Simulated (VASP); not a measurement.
A run of VASP 6.6.1:

INCAR

```
SYSTEM = ZnSe
PREC = Accurate ; ENCUT = 500
EDIFF = 1E-6 ; ISMEAR = 0
SIGMA = 0.02 ; LREAL = .FALSE.
LASPH = .TRUE. ; NELM = 120
ALGO = Normal ; ISIF = 2
LWAVE = .FALSE. ; LCHARG = .FALSE.
GGA = PE ; NBANDS = 26
GGA_COMPAT = .FALSE.
```

The input KPOINTS:

```
regular mesh
0
G
  8 6 8
  0 0 0
```

POSCAR

```
ZnSe
1.0
    4.0538030644      0.0000000000      0.0000000000
    0.0000000000      5.7329433110      0.0000000000
    0.0000000000      0.0000000000      4.0538030644
Zn Se
2 2
Direct
    0.0000000000      0.0000000000      0.0000000000
    0.5000000000      0.5000000000      0.5000000000
    0.5000000000      0.2500000000      0.0000000000
    0.0000000000      0.7500000000      0.5000000000
```

Potentials or basis: VASP PAW PBE potentials, release 64 (Zn, Se).

Launch:

```sh
$ cat potpaw_PBE.64/Zn/POTCAR potpaw_PBE.64/Se/POTCAR > POTCAR
$ mpirun -np 1 vasp_std > vasp.out
```

Hardware: 1 thread of Intel Xeon 8259CL (shared host).

**Question.** Estimate the wall time of this run.

**Answer.** Run time: 2.4 min on 1 thread of Intel Xeon 8259CL (shared host), peak memory 0.26 GiB. Counts: scf iterations 13, k points 60.
